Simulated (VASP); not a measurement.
# TiH3 (Pm-3m) in VASP: further runs, part 2 of 2

VASP 6.6.1. Earlier steps stand in the parts before.

### 4 Single point, PBEsol

This run uses another cell than the first one, of 5.81 Å³/atom.

File INCAR:

```
SYSTEM = TiH3
PREC = Accurate
ENCUT = 520
EDIFF = 1E-7
ISMEAR = -1
SIGMA = 0.1
LREAL = .False.
LASPH = .True.
NELM = 60
ALGO = Normal
ISIF = 2
LWAVE = .False.
LCHARG = .False.
GGA = PS
NBANDS = 16
```

File KPOINTS:

```
Automatic mesh
0
Gamma
  16 16 16
  0 0 0
```

File POSCAR:

```
TiH3
1.0
    2.8538055034      0.0000000000      0.0000000000
    0.0000000000      2.8538055034      0.0000000000
    0.0000000000      0.0000000000      2.8538055034
Ti H
1 3
Direct
    0.0000000000      0.0000000000      0.0000000000
    0.0000000000      0.5000000000      0.5000000000
    0.5000000000      0.0000000000      0.5000000000
    0.5000000000      0.5000000000      0.0000000000
```

Potentials or basis: VASP PAW PBE potentials, release 64 (Ti_sv, H).

Command:

```console
> cat potpaw_PBE.64/Ti_sv/POTCAR potpaw_PBE.64/H/POTCAR > POTCAR
> mpirun -np 1 vasp_std > vasp.out
```

OUTCAR:

```text
SYSTEM = TiH3
   PREC = Accurate
   ENCUT = 520
   EDIFF = 1E-7
   ISMEAR = -1
   LREAL = .False.
   LASPH = .True.
   NELM = 60
   ISIF = 2
   GGA = PS

 ion  position               nearest neighbor table
   1  0.000  0.000  0.000-
   2  0.000  0.500  0.500-
   3  0.500  0.000  0.500-
   4  0.500  0.500  0.000-

  LATTYP: Found a simple cubic cell.
 ALAT       =     2.8538055034

  Lattice vectors:

 A1 = (   2.8538055034,   0.0000000000,   0.0000000000)
 A2 = (   0.0000000000,   2.8538055034,   0.0000000000)
 A3 = (   0.0000000000,   0.0000000000,   2.8538055034)

Analysis of symmetry for initial positions (statically):
=====================================================================
 Subroutine PRICEL returns:
 Original cell was already a primitive cell.

 Routine SETGRP: Setting up the symmetry group for a
 simple cubic supercell.

 Subroutine GETGRP returns: Found 48 space group operations
 (whereof 48 operations were pure point group operations)
 out of a pool of 48 trial point group operations.

The static configuration has the point symmetry O_h .

Analysis of symmetry for dynamics (positions and initial velocities):
=====================================================================
 Subroutine PRICEL returns:
 Original cell was already a primitive cell.

 Routine SETGRP: Setting up the symmetry group for a
 simple cubic supercell.

 Subroutine GETGRP returns: Found 48 space group operations
 (whereof 48 operations were pure point group operations)
 out of a pool of 48 trial point group operations.

The dynamic configuration has the point symmetry O_h .

 Subroutine INISYM returns: Found 48 space group operations
 (whereof 48 operations are pure point group operations),
 and found     1 'primitive' translations

[... 116 lines left out ...]
   IMIX   =      4    mixing-type and parameters
     AMIX     =   0.40;   BMIX     =  1.00
     AMIX_MAG =   1.60;   BMIX_MAG =  1.00
  volume/ion in A,a.u.               =       5.81        39.21
  Fermi-wavevector in a.u.,A,eV,Ry     =   1.414754  2.673497 27.232447  2.001528
  Thomas-Fermi vector in A             =   2.536263
   LORBIT       =      0    0 simple, 1 ext, 2 COOP (PROOUT), +10 PAW based schemes
   GGA     = PS    functional components
   LHFCALC =     F    Hartree Fock is set to
   AEXX    =    0.0000 exact exchange contribution
   IVDW    =     0    specifies the selected vdW correction
   LEPSILON=     F    determine dielectric tensor
   LRPA    =     F    only Hartree local field effects (RPA)
 non-spin polarized calculation
  energy-cutoff  :      520.00
  volume of cell :       23.24
 maximum number of plane-waves:       647
 NGX is ok and might be reduce to    24
   NGX = 11   NGY = 11   NGZ = 11

 number of electron      14.9999998 magnetization

 Free energy of the ion-electron system (eV)
  ---------------------------------------------------
  ext. energy  EPLUGINS =         0.00000000
  ---------------------------------------------------
  free energy    TOTEN  =       -19.35633696 eV

  energy without entropy =      -19.32159620  energy(sigma->0) =      -19.33896658

 E-fermi :   7.5337     XC(G=0): -11.9350

 val. band max:        7.5310076111   @ k =   0.3125   0.2500   0.1250
 cond. band min:       7.5847021792   @ k =   0.3750   0.1250   0.0000
 fundamental gap:      0.0536945681
 Fermi energy:         7.5337367653

 k-point     1 :       0.0000    0.0000    0.0000
  band No.  band energies     occupation
      1     -49.4282      2.00000
      2     -25.5651      2.00000
      3     -25.5651      2.00000
      4     -25.5651      2.00000
      5      -3.9920      2.00000
      6       3.9374      2.00000
[... 433 lines left out ...]
      3     -25.5909      2.00000
      4     -25.5154      2.00000
      5       0.0335      2.00000
      6       0.9032      2.00000
[... 8 lines left out ...]
     15      23.4076      0.00000
     16      24.1363      0.00000

 [... further k-points ...]

------------------------ aborting loop because EDIFF is reached ----------------------------------------

  FORCE on cell =-STRESS in cart. coord.  units (eV):
  Direction    XX          YY          ZZ          XY          YZ          ZX
  --------------------------------------------------------------------------------------
  -------------------------------------------------------------------------------------
  Total       -0.0146157     -0.0146157     -0.0146157      0.0000000     -0.0000000     -0.0000000
  in kB       -1.0075271     -1.0075271     -1.0075271      0.0000000     -0.0000000     -0.0000000
  external PRESSURE =      -1.0075271 kB  Pullay stress =       0.0000000 kB

 VOLUME and BASIS-vectors are now :
 -----------------------------------------------------------------------------
  energy-cutoff  :      520.00
  volume of cell :       23.24
      direct lattice vectors                 reciprocal lattice vectors
     2.853805503  0.000000000  0.000000000     0.350409304  0.000000000  0.000000000
     0.000000000  2.853805503  0.000000000     0.000000000  0.350409304  0.000000000
     0.000000000  0.000000000  2.853805503     0.000000000  0.000000000  0.350409304

 POSITION                                       TOTAL-FORCE (eV/Angst)
 -----------------------------------------------------------------------------------
      0.00000      0.00000      0.00000         0.000000      0.000000      0.000000
      0.00000      1.42690      1.42690         0.000000      0.000000      0.000000
      1.42690      0.00000      1.42690         0.000000      0.000000      0.000000
      1.42690      1.42690      0.00000         0.000000      0.000000      0.000000
 -----------------------------------------------------------------------------------
    total drift:                                0.000000      0.000000      0.000000

  FREE ENERGIE OF THE ION-ELECTRON SYSTEM (eV)
  ---------------------------------------------------
  free  energy   TOTEN  =       -19.3563369632 eV

  energy  without entropy=      -19.3215961990  energy(sigma->0) =      -19.33896658
```

OSZICAR:

```text
N       E                     dE             d eps       ncg     rms          rms(c)
DAV:   1     0.999918404628E+02    0.99992E+02   -0.70889E+03  5296   0.104E+03
DAV:   2    -0.167804468614E+02   -0.11677E+03   -0.11069E+03  5744   0.294E+02
DAV:   3    -0.218803494762E+02   -0.50999E+01   -0.50515E+01  6976   0.610E+01
DAV:   4    -0.219770127809E+02   -0.96663E-01   -0.96621E-01  5992   0.774E+00
DAV:   5    -0.219790710609E+02   -0.20583E-02   -0.20582E-02  6440   0.107E+00    0.144E+01
DAV:   6    -0.193521191517E+02    0.26270E+01   -0.33774E+00  5872   0.305E+01    0.300E+00
DAV:   7    -0.193534794783E+02   -0.13603E-02   -0.27885E-01  6160   0.407E+00    0.203E+00
DAV:   8    -0.193564464199E+02   -0.29669E-02   -0.42958E-02  6168   0.247E+00    0.252E-01
DAV:   9    -0.193563247595E+02    0.12166E-03   -0.32418E-03  6496   0.666E-01    0.120E-01
DAV:  10    -0.193563527147E+02   -0.27955E-04   -0.25380E-04  5744   0.181E-01    0.285E-02
DAV:  11    -0.193563399517E+02    0.12763E-04   -0.65803E-05  6240   0.110E-01    0.276E-02
DAV:  12    -0.193563375920E+02    0.23597E-05   -0.14094E-05  5888   0.614E-02    0.693E-03
DAV:  13    -0.193563369884E+02    0.60360E-06   -0.13390E-06  6120   0.191E-02    0.166E-03
DAV:  14    -0.193563369632E+02    0.25236E-07   -0.45725E-08  3552   0.248E-03
   1 F= -.19356337E+02 E0= -.19338967E+02  d E =-.347408E-01
```

Wall time 69 s (1 thread of Intel Xeon 8259CL, shared host); peak memory 0.18 GiB.

What came out:

```yaml
Free_energy: -19.3563 eV
Pressure: -0.1 GPa
Band_gap_on_the_k_mesh: zero (an odd number of electrons rules out a gap without spin polarisation)
```

Levels at points of the mesh, in eV from the Fermi level:
| k point | band 3 | band 4 | band 5 | band 6 | band 7 | band 8 | band 9 | band 10 | band 11 | band 12 |
| --- | --- | --- | --- | --- | --- | --- | --- | --- | --- | --- |
| (0.00, 0.00, 0.00) | -33.10 | -33.10 | -11.53 | -3.60 | -3.60 | 2.42 | 2.42 | 2.42 | 6.40 | 6.40 |
| (0.50, 0.00, 0.00) | -33.06 | -33.06 | -7.58 | -6.95 | -1.25 | 0.62 | 0.62 | 1.88 | 2.56 | 4.00 |
| (0.50, 0.50, 0.00) | -33.52 | -33.01 | -6.87 | -3.74 | -3.74 | -1.43 | 1.05 | 1.05 | 3.39 | 6.23 |
| (0.50, 0.50, 0.50) | -33.44 | -33.44 | -5.59 | -5.59 | -5.59 | 3.50 | 3.50 | 4.63 | 6.09 | 6.09 |

Caveat: the PAW data sets were made with another functional, which shifts forces and pressure a little.

### 5 Single point, PBEsol

This run uses another cell than the first one, of 5.93 Å³/atom.

File INCAR:

```
SYSTEM = TiH3
PREC = Accurate
ENCUT = 520
EDIFF = 1E-7
ISMEAR = -1
SIGMA = 0.1
LREAL = .FALSE.
LASPH = .TRUE.
NELM = 80
ALGO = Normal
ISIF = 2
LWAVE = .FALSE.
LCHARG = .TRUE.
GGA = PS
LELF = .TRUE.
LVHAR = .TRUE.
NBANDS = 16
```

File KPOINTS:

```
regular mesh
0
G
  16 16 16
  0 0 0
```

File POSCAR:

```
TiH3
1.0
    2.8727054284      0.0000000000      0.0000000000
    0.0000000000      2.8727054284      0.0000000000
    0.0000000000      0.0000000000      2.8727054284
Ti H
1 3
Direct
    0.0000000000      0.0000000000      0.0000000000
    0.0000000000      0.5000000000      0.5000000000
    0.5000000000      0.0000000000      0.5000000000
    0.5000000000      0.5000000000      0.0000000000
```

Command:

```console
> cat potpaw_PBE.64/Ti_sv/POTCAR potpaw_PBE.64/H/POTCAR > POTCAR
> mpirun -np 1 vasp_std > vasp.out
```

It took 65 s on 1 thread of Intel Xeon 8259CL, shared host; peak memory 0.18 GiB.

It converged, with:

- Free energy: -19.3525 eV
- Pressure: -3.0 GPa
- Band gap on the k mesh: zero (an odd number of electrons rules out a gap without spin polarisation)

Levels at points of the mesh, in eV from the Fermi level:
| k point | band 4 | band 5 | band 6 | band 7 | band 8 | band 9 | band 10 | band 11 |
| --- | --- | --- | --- | --- | --- | --- | --- | --- |
| (0.00, 0.00, 0.00) | -33.14 | -11.39 | -3.53 | -3.53 | 2.35 | 2.35 | 2.35 | 6.27 |
| (0.50, 0.00, 0.00) | -33.10 | -7.51 | -6.88 | -1.22 | 0.61 | 0.61 | 1.85 | 2.50 |
| (0.50, 0.50, 0.00) | -33.06 | -6.75 | -3.73 | -3.73 | -1.41 | 1.03 | 1.03 | 3.30 |
| (0.50, 0.50, 0.50) | -33.46 | -5.49 | -5.49 | -5.49 | 3.40 | 3.40 | 4.65 | 5.96 |

Caveat: the cell stands under tension; the PAW data sets were made with another functional, which shifts forces and pressure a little.

### 6 Summary

```csv
cell,gap on the mesh (eV),pressure (GPa)
"a = 2.835 Å, 4 atoms",none,3.1
"a = 2.854 Å, 4 atoms",none,-0.1
"a = 2.873 Å, 4 atoms",none,-3.0
```

Alike in all rows: task single point; level PBEsol; potentials or basis VASP PAW PBE potentials, release 64 (Ti_sv, H); no spin polarisation; k mesh 16 × 16 × 16; cutoff (eV) 520; smearing fermi-dirac 0.1 eV.

Caveats: the PAW data sets were made with another functional, which shifts forces and pressure a little; the cell stands under pressure (at least some runs); the cell stands under tension (at least some runs).

Absolute energies hang on the potentials; compare differences alone.
